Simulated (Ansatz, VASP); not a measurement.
# Two plane-wave programs on SiCl

```
CELL_PARAMETERS angstrom
1.60064 0.92413 4.33219
-1.60064 0.92413 4.33219
0.00000 -1.84825 4.33219
ATOMIC_POSITIONS crystal
Si 0.00000 0.00000 0.00000
Cl 0.50000 0.50000 0.50000
```

Alike in both runs: functional PBE; k mesh 24 × 24 × 24; occupations gaussian, width 0.1 eV; no spin polarisation.

Ansatz relaxed the structure, and its values are those at the end. VASP's run is a single point on that final structure, the one shown.

|  | VASP | Ansatz |
| --- | --- | --- |
| version | VASP 6.6.1 | Ansatz 0.2.0 |
| potentials or method | VASP PAW PBE potentials, release 64 (Si, Cl), cutoff 520 eV | scalar-relativistic, plane waves, PAW |
| valence electrons in the cell | 11 | 11 |

|  | VASP | Ansatz | Ansatz less VASP |
| --- | --- | --- | --- |
| gap on the k mesh at the Fermi level (eV) | none | none | - |
| pressure (GPa) | 0.0 | 0.0 | +0.04 |

A gap of «none» marks a metal or a gap that the smearing closes.
